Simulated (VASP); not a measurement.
Write the native input for VASP 6.6.1 that does the following.

- Task: single point
- Functional: PBEsol
- Potentials or basis: VASP PAW PBE potentials, release 64 (Cu, O)
- Cutoff: 520 eV
- k mesh: 14 × 14 × 8
- Occupations: gaussian, width 0.1 eV
- Spin: no spin polarisation
- Dipole correction: no
- Further INCAR settings: ALGO = Normal; EDIFF = 1e-06; NBANDS = 25

The structure of CuO lies in POSCAR:

```
CuO
1.0
    2.0136376684     -2.0199955244      0.0000000000
    2.0136376684      2.0199955244      0.0000000000
    0.0000000000      0.0000000000      5.0856891964
Cu O
2 2
Direct
    0.0000000000      0.5000000000      0.0000000000
    0.5000000000      0.0000000000      0.5000000000
    0.5000000000      0.5000000000      0.2500000000
    0.5000000000      0.5000000000      0.7500000000
```

One way to write it, as run:

INCAR

```
SYSTEM = CuO
  PREC = Accurate
  ENCUT = 520
  EDIFF = 1E-6
  ISMEAR = 0
  SIGMA = 0.1
  LREAL = .False.
  LASPH = .True.
  NELM = 100
  ALGO = Normal
  ISIF = 2
  LWAVE = .False.
  LCHARG = .False.
  GGA = PS
  NBANDS = 25
```

KPOINTS

```
Automatic mesh
0
Gamma
  14 14 8
  0 0 0
```

Potentials or basis: VASP PAW PBE potentials, release 64 (Cu, O).

Launch:

```console
$ cat potpaw_PBE.64/Cu/POTCAR potpaw_PBE.64/O/POTCAR > POTCAR
$ mpirun -np 1 vasp_std > vasp.out
```

Results of the run:

| Item | Value |
| --- | --- |
| Pressure | 5.8 GPa |
| Band gap on the k mesh | zero (bands 17 and 18 overlap by 1.19 eV) |

Caveat: the cell stands under pressure; the PAW data sets were made with another functional, which shifts forces and pressure a little; semilocal functionals often make such compounds metallic where correlation or magnetic order opens a gap, which also shifts bond lengths.

It took 98 s on 1 thread of Intel(R) Xeon(R) 6975P-C (Granite Rapids), on a shared host, peak memory 0.35 GiB.
